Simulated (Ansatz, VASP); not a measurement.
One calculation of MnSi, two programs

```
Mn Si
1.0
     5.61465    0.00000    0.00000
     0.00000    2.83852    0.00000
     0.00000    0.00000    6.13092
Mn Si
4 4
Direct
  0.50533 0.25000 0.31684
  0.99467 0.75000 0.81684
  0.49467 0.75000 0.68316
  0.00533 0.25000 0.18316
  0.17878 0.25000 0.55492
  0.32122 0.75000 0.05492
  0.82122 0.75000 0.44508
  0.67878 0.25000 0.94508
```

Alike in both runs: functional PBE; k mesh 3 × 5 × 3; occupations gaussian, width 0.2 eV; collinear spin.

Ansatz relaxed the structure, and its values are those at the end. VASP's run is a single point on that final structure, the one shown.

```csv
,VASP,Ansatz
version,VASP 6.6.1,Ansatz 0.2.0
potentials or method,"VASP PAW PBE potentials, release 64 (Mn_pv, Si), cutoff 500 eV","scalar-relativistic, plane waves, PAW"
valence electrons in the cell,68,76
```

VASP gave:

```
gap on the k mesh at the Fermi level (eV)                     : none
pressure (GPa)                                                : -0.3
rms of the force components (eV/Å)                            : 0.016
net moment per atom (μB)                                      : 0.57
size of the moment on the site where the two differ most (μB) : 1.21
```

Question: Which values does Ansatz return?

Answer: gap on the k mesh at the Fermi level (eV): none; pressure (GPa): -0.2; rms of the force components (eV/Å): 0.014; net moment per atom (μB): 0.56; size of the moment on the site where the two differ most (μB): 1.16.

Site moments also hang on the region over which each program counts them. A gap of «none» marks a metal or a gap that the smearing closes. With one functional, cell and mesh, what is left measures potentials, basis and numerics. VASP's potentials hold 68 valence electrons a cell and Ansatz's 76, so a difference there can come from the potentials and not from the codes.

The k mesh is coarse, so the values compare programs but aren't converged.
